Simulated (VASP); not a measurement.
# DyBe2F2 (P4/mmm) in VASP: notebook

Runs on DyBe2F2. Level: PBE. Tasks: single point, relaxation of cell and atoms.

Program: VASP 6.6.1. These are calculated values, not measurements. Logs are shortened: lines on timing, memory, paths and dates and some standing lists are left out, and cuts for length are marked.

## 1. The cell of the first run

The structure is tetragonal, space group P4/mmm (No. 123). Conventional cell: a = 3.902 Å, b = 3.902 Å, c = 4.303 Å, α = 90.00°, β = 90.00°, γ = 90.00°. Dy (site symmetry 4/mmm) has 8 F at 2.90 Å and 8 Be at 2.92 Å and 4 Dy at 3.90 Å within 4.0 Å. Be (site symmetry 4mm) has 2 Be at 1.92 to 2.38 Å and 4 F at 2.29 Å within 2.6 Å. F (site symmetry mmm) has 4 Be at 2.29 Å and 4 F at 2.76 Å and 4 Dy at 2.90 Å within 3.0 Å.

The cell was generated, and may not be a known phase.

## 2. Single point, PBE

INCAR

```
SYSTEM = DyBe2F2
PREC = Accurate
ENCUT = 600
EDIFF = 1E-6
ISMEAR = 0
SIGMA = 0.1
LREAL = .FALSE.
LASPH = .TRUE.
NELM = 200
ALGO = Normal
ISIF = 2
LWAVE = .FALSE.
LCHARG = .TRUE.
GGA = PE
LELF = .TRUE.
LVHAR = .TRUE.
NBANDS = 22
GGA_COMPAT = .FALSE.
LMAXMIX = 6
```

KPOINTS

```
regular mesh
0
G
  6 6 4
  0 0 0
```

POSCAR

```
DyBe2F2
1.0
    3.9019876103      0.0000000000      0.0000000000
    0.0000000000      3.9019876103      0.0000000000
    0.0000000000      0.0000000000      4.3034271923
Dy Be F
1 2 2
Direct
    0.0000000000      0.0000000000      0.0000000000
    0.5000000000      0.5000000000      0.7765067517
    0.5000000000      0.5000000000      0.2234932483
    0.5000000000      0.0000000000      0.5000000000
    0.0000000000      0.5000000000      0.5000000000
```

Potentials or basis: VASP PAW PBE potentials, release 64 (Dy_3, Be, F), 4f in core.

Started as:

```bash
$ cat potpaw_PBE.64/Dy_3/POTCAR potpaw_PBE.64/Be/POTCAR potpaw_PBE.64/F/POTCAR > POTCAR
$ mpirun -np 1 vasp_std > vasp.out
```

OUTCAR:

```text
SYSTEM = DyBe2F2
   PREC = Accurate
   ENCUT = 600
   EDIFF = 1E-6
   ISMEAR = 0
   LREAL = .FALSE.
   LASPH = .TRUE.
   NELM = 200
   ISIF = 2
   GGA = PE

 ion  position               nearest neighbor table
   1  0.000  0.000  0.000-   2 2.92   3 2.92   2 2.92   3 2.92   2 2.92   3 2.92   2 2.92   3 2.92

   2  0.500  0.500  0.777-   3 1.92   3 2.38   1 2.92   1 2.92   1 2.92   1 2.92
   3  0.500  0.500  0.223-   2 1.92   2 2.38   1 2.92   1 2.92   1 2.92   1 2.92
   4  0.500  0.000  0.500-
   5  0.000  0.500  0.500-

  LATTYP: Found a simple tetragonal cell.
 ALAT       =     3.9019876103
 C/A-ratio  =     1.1028807936

  Lattice vectors:

 A1 = (   3.9019876103,   0.0000000000,   0.0000000000)
 A2 = (   0.0000000000,   3.9019876103,   0.0000000000)
 A3 = (   0.0000000000,   0.0000000000,   4.3034271923)

Analysis of symmetry for initial positions (statically):
=====================================================================
 Subroutine PRICEL returns:
 Original cell was already a primitive cell.

 Routine SETGRP: Setting up the symmetry group for a
 simple tetragonal supercell.

 Subroutine GETGRP returns: Found 16 space group operations
 (whereof 16 operations were pure point group operations)
 out of a pool of 16 trial point group operations.

The static configuration has the point symmetry D_4h.

Analysis of symmetry for dynamics (positions and initial velocities):
=====================================================================
 Subroutine PRICEL returns:
 Original cell was already a primitive cell.

 Routine SETGRP: Setting up the symmetry group for a
 simple tetragonal supercell.

 Subroutine GETGRP returns: Found 16 space group operations
 (whereof 16 operations were pure point group operations)
 out of a pool of 16 trial point group operations.

The dynamic configuration has the point symmetry D_4h.

 Subroutine INISYM returns: Found 16 space group operations
 (whereof 16 operations are pure point group operations),
 and found     1 'primitive' translations

----------------------------------------------------------------------------------------

                                     Primitive cell

  volume of cell :      65.5219

  direct lattice vectors                    reciprocal lattice vectors
     3.901987610  0.000000000  0.000000000     0.256279645  0.000000000  0.000000000
     0.000000000  3.901987610  0.000000000     0.000000000  0.256279645  0.000000000
     0.000000000  0.000000000  4.303427192     0.000000000  0.000000000  0.232372933

  length of vectors
[... 92 lines left out ...]
   IBRION =     -1    ionic relax: 0-MD 1-quasi-New 2-CG
   NFREE  =      0    steps in history (QN), initial steepest desc. (CG)
   ISIF   =      2    stress and relaxation
   ISYM   =      2    0-nonsym 1-usesym 2-fastsym
   POTIM  = 0.5000    time-step for ionic-motion
   TEBEG  =    0.0;   TEEND  =   0.0 temperature during run
   PSTRESS=    0.0 pullay stress
   NELECT =      27.0000    total number of electrons
   NUPDOWN=      -1.0000    fix difference up-down
   EMIN   =  10.00;   EMAX   =-10.00  energy-range for DOS
   EFERMI =   0.00;   METHOD = LEGACY
   ISMEAR =     0;   SIGMA  =   0.10  broadening in eV -4-tet -1-fermi 0-gaus
   EFERMI_NEDOS =   21; number of points for ismear=-14 and -15
   IALGO  =     38    algorithm
   IMIX   =      4    mixing-type and parameters
     AMIX     =   0.40;   BMIX     =  1.00
     AMIX_MAG =   1.60;   BMIX_MAG =  1.00
  volume/ion in A,a.u.               =      13.10        88.43
  Fermi-wavevector in a.u.,A,eV,Ry     =   1.218243  2.302146 20.192632  1.484117
  Thomas-Fermi vector in A             =   2.353536
   LORBIT       =      0    0 simple, 1 ext, 2 COOP (PROOUT), +10 PAW based schemes
   GGA     = PE    functional components
   LHFCALC =     F    Hartree Fock is set to
   AEXX    =    0.0000 exact exchange contribution
   IVDW    =     0    specifies the selected vdW correction
   LEPSILON=     F    determine dielectric tensor
   LRPA    =     F    only Hartree local field effects (RPA)
 non-spin polarized calculation
 Gauss-broadening in eV      SIGMA  =   0.10
  energy-cutoff  :      600.00
  volume of cell :       65.52
 maximum number of plane-waves:      2204
 NGX is ok and might be reduce to    32
   NGX = 15   NGY = 15   NGZ = 17

 number of electron      26.9999974 magnetization

 Free energy of the ion-electron system (eV)
  ---------------------------------------------------
  ext. energy  EPLUGINS =         0.00000000
  ---------------------------------------------------
  free energy    TOTEN  =       -20.13862681 eV

  energy without entropy =      -20.11751722  energy(sigma->0) =      -20.12807202

 E-fermi :   4.6913     XC(G=0): -10.2111

 val. band max:        4.6577824849   @ k =   0.1667   0.0000   0.0000
 cond. band min:       4.6998960343   @ k =   0.1667   0.1667   0.0000
 fundamental gap:      0.0421135494
 Fermi energy:         4.6912866994

 k-point     1 :       0.0000    0.0000    0.0000
  band No.  band energies     occupation
      1     -20.8109      2.00000
      2     -20.2019      2.00000
      3     -19.7767      2.00000
      4     -19.2801      2.00000
      5     -19.2801      2.00000
      6      -3.0577      2.00000
[... 589 lines left out ...]
     21      11.0148      0.00000
     22      12.3074      0.00000

 [... further k-points ...]

------------------------ aborting loop because EDIFF is reached ----------------------------------------

  FORCE on cell =-STRESS in cart. coord.  units (eV):
  Direction    XX          YY          ZZ          XY          YZ          ZX
  --------------------------------------------------------------------------------------
  -------------------------------------------------------------------------------------
  Total       -0.0227594     -0.0227594     -0.2032596      0.0000000      0.0000000      0.0000000
  in kB       -0.5565262     -0.5565262     -4.9702189      0.0000000      0.0000000      0.0000000
  external PRESSURE =      -2.0277571 kB  Pullay stress =       0.0000000 kB

 VOLUME and BASIS-vectors are now :
 -----------------------------------------------------------------------------
  energy-cutoff  :      600.00
  volume of cell :       65.52
      direct lattice vectors                 reciprocal lattice vectors
     3.901987610  0.000000000  0.000000000     0.256279645  0.000000000  0.000000000
     0.000000000  3.901987610  0.000000000     0.000000000  0.256279645  0.000000000
     0.000000000  0.000000000  4.303427192     0.000000000  0.000000000  0.232372933

 POSITION                                       TOTAL-FORCE (eV/Angst)
 -----------------------------------------------------------------------------------
      0.00000      0.00000      0.00000         0.000000      0.000000      0.000000
      1.95099      1.95099      3.34164         0.000000      0.000000     -0.006750
      1.95099      1.95099      0.96179         0.000000     -0.000000      0.006750
      1.95099      0.00000      2.15171         0.000000      0.000000      0.000000
      0.00000      1.95099      2.15171         0.000000      0.000000      0.000000
 -----------------------------------------------------------------------------------
    total drift:                                0.000000      0.000000     -0.000000

  FREE ENERGIE OF THE ION-ELECTRON SYSTEM (eV)
  ---------------------------------------------------
  free  energy   TOTEN  =       -20.1386268147 eV

  energy  without entropy=      -20.1175172195  energy(sigma->0) =      -20.12807202
```

OSZICAR:

```text
N       E                     dE             d eps       ncg     rms          rms(c)
DAV:   1     0.181322819057E+03    0.18132E+03   -0.13413E+04  1328   0.125E+03
DAV:   2    -0.197025165472E+01   -0.18329E+03   -0.17478E+03  1398   0.333E+02
DAV:   3    -0.210161168119E+02   -0.19046E+02   -0.18356E+02  1746   0.922E+01
DAV:   4    -0.215961869614E+02   -0.58007E+00   -0.57664E+00  1544   0.178E+01
DAV:   5    -0.216096933980E+02   -0.13506E-01   -0.13502E-01  1764   0.270E+00    0.182E+01
DAV:   6    -0.203569432398E+02    0.12528E+01   -0.26446E+00  1750   0.103E+01    0.117E+01
DAV:   7    -0.201561021883E+02    0.20084E+00   -0.76999E-01  1754   0.475E+00    0.474E+00
DAV:   8    -0.201437744445E+02    0.12328E-01   -0.13987E-01  1896   0.240E+00    0.110E+00
DAV:   9    -0.201387350389E+02    0.50394E-02   -0.24933E-02  1744   0.845E-01    0.201E-01
DAV:  10    -0.201385865854E+02    0.14845E-03   -0.15597E-03  1512   0.267E-01    0.550E-02
DAV:  11    -0.201386101399E+02   -0.23555E-04   -0.41633E-04  1746   0.116E-01    0.432E-02
DAV:  12    -0.201386276299E+02   -0.17490E-04   -0.40664E-05  1478   0.428E-02    0.328E-02
DAV:  13    -0.201386268223E+02    0.80765E-06   -0.11609E-05  1840   0.218E-02    0.300E-03
DAV:  14    -0.201386268147E+02    0.75504E-08   -0.44829E-07   918   0.486E-03
   1 F= -.20138627E+02 E0= -.20128072E+02  d E =-.211096E-01
```

stdout:

```text
POSCAR found type information on POSCAR DyBeF
 POSCAR found :  3 types and       5 ions
 scaLAPACK will be used
 LDA part: xc-table for (Slater+PW92), standard interpolation
 POSCAR, INCAR and KPOINTS ok, starting setup
 FFT: planning ... GRIDC
 FFT: planning ... GRID_SOFT
 FFT: planning ... GRID
 WAVECAR not read
 entering main loop
```

It took 28 s on 1 thread of AMD EPYC 9R45 (Zen 5), shared host; peak memory 0.19 GiB.

Results:

* Free energy: -20.1386 eV
* Pressure: -0.2 GPa
* Largest force: 0.007 eV/Å
* Band gap on the k mesh: zero (an odd number of electrons rules out a gap without spin polarisation)

Forces on the atoms (eV/Å):
```
Dy   0.000  0.000  0.000
Be   0.000  0.000 -0.007
Be   0.000  0.000  0.007
F    0.000  0.000  0.000
F    0.000  0.000  0.000
```

Stress tensor (GPa, compression positive):
```
-0.06  0.00  0.00
 0.00 -0.06  0.00
 0.00  0.00 -0.50
```

Caveat: the k points lie up to 0.37 Å⁻¹ apart, too coarse for converged energies and pressures of a metal; spin-orbit coupling is left out, which moves the levels of the heavy elements; the 4f electrons are frozen in the core, so they carry no moment and show no levels; an odd number of electrons without spin polarisation forces a metal; a magnetic or distorted state may lie lower; the run has no spin polarisation, though such a crystal can be magnetic.

## 3. Single point, PBE

This run uses another cell than the first one, of 13.97 Å³/atom.

INCAR

```
SYSTEM = DyBe2F2
PREC = Accurate ; ENCUT = 600
EDIFF = 1E-6 ; ISMEAR = 0
SIGMA = 0.1 ; LREAL = .False.
LASPH = .True. ; NELM = 200
ALGO = Normal ; ISIF = 2
LWAVE = .False. ; LCHARG = .False.
GGA = PE ; NBANDS = 22
GGA_COMPAT = .False. ; LMAXMIX = 6
```

KPOINTS

```
Automatic mesh
0
Gamma
  6 6 4
  0 0 0
```

POSCAR

```
DyBe2F2
1.0
    3.7053185000      0.0000000000      0.0000000000
    0.0000000000      3.7053185000      0.0000000000
    0.0000000000      0.0000000000      5.0874972400
Dy Be F
1 2 2
Direct
    0.0000000000      0.0000000000      0.0000000000
    0.5000000000      0.5000000000      0.8027901100
    0.5000000000      0.5000000000      0.1972098900
    0.5000000000      0.0000000000      0.5000000000
    0.0000000000      0.5000000000      0.5000000000
```

Potentials or basis: VASP PAW PBE potentials, release 64 (Dy_3, Be, F), 4f in core.

Started as:

```bash
$ cat potpaw_PBE.64/Dy_3/POTCAR potpaw_PBE.64/Be/POTCAR potpaw_PBE.64/F/POTCAR > POTCAR
$ mpirun -np 1 vasp_std > vasp.out
```

It took 25 s on 1 thread of AMD EPYC 9R45 (Zen 5), shared host; peak memory 0.19 GiB.

Results (log left out):

```yaml
Free_energy: -19.1610 eV
Pressure: -2.5 GPa
Largest_force: 1.147 eV/Å
Band_gap_on_the_k_mesh: zero (an odd number of electrons rules out a gap without spin polarisation)
```

Forces in eV/Å, atoms in the order of the input:
```
Dy   0.000  0.000  0.000
Be   0.000  0.000 -1.147
Be   0.000  0.000  1.147
F    0.000  0.000  0.000
F    0.000  0.000  0.000
```

Stress tensor (GPa, compression positive):
```
  6.17   0.00   0.00
  0.00   6.17   0.00
  0.00   0.00 -19.86
```

Levels at points of the mesh, in eV from the Fermi level:
```
           k point  band 11  band 12  band 13  band 14  band 15  band 16
(0.00, 0.00, 0.00)    -3.79    -3.79    -0.02     0.54     2.01     2.01
(0.50, 0.00, 0.00)    -4.56    -3.27    -2.72    -0.12     0.67     2.91
(0.50, 0.50, 0.00)    -3.73    -3.39     0.05     0.05     1.40     1.40
(0.00, 0.00, 0.50)    -3.80    -3.80    -0.50     0.44     2.37     2.37
(0.50, 0.00, 0.50)    -4.62    -2.92    -1.67    -0.44    -0.30     3.02
(0.50, 0.50, 0.50)    -3.73    -3.39    -0.01    -0.01     1.13     1.13
```

Caveat: the stress differs along the axes, from -20 to 6 GPa; spin-orbit coupling is left out, which moves the levels of the heavy elements; the 4f electrons are frozen in the core, so they carry no moment and show no levels; an odd number of electrons without spin polarisation forces a metal; a magnetic or distorted state may lie lower; the run has no spin polarisation, though such a crystal can be magnetic. Spin polarisation is off, so any magnetic state and its effect on volume and gap are missing.

## 4. Relaxation of cell and atoms, PBE

This run uses another cell than the first one, of 13.97 Å³/atom.

INCAR

```
ALGO = Normal ; EDIFF = 1E-7
EDIFFG = -0.04 ; ENCUT = 600
GGA = PE ; GGA_COMPAT = F
IBRION = 2 ; ISIF = 3
ISMEAR = 0 ; LASPH = T
LCHARG = F ; LMAXMIX = 6
LREAL = F ; LWAVE = F
NELM = 200 ; NELMIN = 4
NSW = 90 ; PREC = Accurate
SIGMA = 0.1
```

KPOINTS

```
k-points
0
Gamma
  6 6 4
```

POSCAR is that of step 3.

Started as:

```bash
$ cat potpaw_PBE.64/Dy_3/POTCAR potpaw_PBE.64/Be/POTCAR potpaw_PBE.64/F/POTCAR > POTCAR
$ mpirun -np 1 vasp_std > vasp.out
```

It took 1.7 min on 1 thread of AMD EPYC 9R45 (Zen 5), shared host; peak memory 0.19 GiB.

The run converged. Its results:

```
Free energy                           : -20.1456 eV
Relaxed volume                        : 13.06 Å³/atom
Relaxed cell                          : a = 3.898 Å, b = 3.898 Å, c = 4.300 Å, α = 90.00°, β = 90.00°, γ = 90.00°
Space group after relaxing (to 0.1 Å) : P4/mmm (No. 123)
Energy gained by relaxing             : 196.9 meV/atom
Ionic steps                           : 6
Pressure after relaxing               : 0.1 GPa
Band gap on the k mesh                : zero (an odd number of electrons rules out a gap without spin polarisation)
```

Stress tensor (GPa, compression positive):
```
 0.21  0.00  0.00
 0.00  0.21  0.00
 0.00  0.00 -0.24
```

Step by step:
| step | energy change (eV) | largest force (eV/Å) | pressure (GPa) | volume (Å³) |
| --- | --- | --- | --- | --- |
| 1 | 0.0000 | 1.1472 | -2.52 | 69.85 |
| 2 | -0.7461 | 0.4308 | -1.48 | 67.37 |
| 3 | -0.9684 | 0.3666 | 0.31 | 65.20 |
| 4 | -0.9747 | 0.4006 | 0.91 | 64.69 |
| 5 | -0.9842 | 0.0733 | -0.10 | 65.45 |
| 6 | -0.9846 | 0.0002 | 0.06 | 65.32 |

Final structure:
```xyz
5
Lattice="3.8975 0.0000 0.0000 0.0000 3.8975 0.0000 0.0000 0.0000 4.3000" Properties=species:S:1:pos:R:3 pbc="T T T"
Dy    0.0000    0.0000    0.0000
Be    1.9488    1.9488    3.3386
Be    1.9488    1.9488    0.9614
F     1.9488    0.0000    2.1500
F     0.0000    1.9488    2.1500
```

Levels at points of the mesh, in eV from the Fermi level:
| k point | band 10 | band 11 | band 12 | band 13 | band 14 | band 15 | band 16 | band 17 |
| --- | --- | --- | --- | --- | --- | --- | --- | --- |
| (0.00, 0.00, 0.00) | -5.94 | -5.94 | -5.78 | -0.66 | 0.13 | 1.49 | 1.85 | 1.85 |
| (0.50, 0.00, 0.00) | -6.99 | -6.56 | -3.25 | -2.44 | -0.12 | 1.52 | 1.81 | 1.84 |
| (0.50, 0.50, 0.00) | -5.86 | -5.60 | -3.85 | -0.11 | -0.11 | 2.40 | 2.40 | 2.69 |
| (0.00, 0.00, 0.50) | -5.98 | -5.98 | -3.83 | -1.51 | 1.06 | 1.96 | 1.96 | 2.80 |
| (0.50, 0.00, 0.50) | -6.78 | -6.75 | -2.91 | -0.95 | -0.65 | -0.07 | 3.03 | 3.22 |
| (0.50, 0.50, 0.50) | -5.86 | -5.58 | -4.59 | 0.43 | 0.43 | 1.55 | 1.55 | 2.45 |

Caveat: a cell axis changed by over 15 % at a fixed basis, so the end point is rough; spin-orbit coupling is left out, which moves the levels of the heavy elements; the 4f electrons are frozen in the core, so they carry no moment and show no levels; an odd number of electrons without spin polarisation forces a metal; a magnetic or distorted state may lie lower; the run has no spin polarisation, though such a crystal can be magnetic. Spin polarisation is off, so any magnetic state and its effect on volume and gap are missing.

[end of part 1 of 2]

The gap in the log of VASP goes by the Fermi energy; the results here count the filled bands.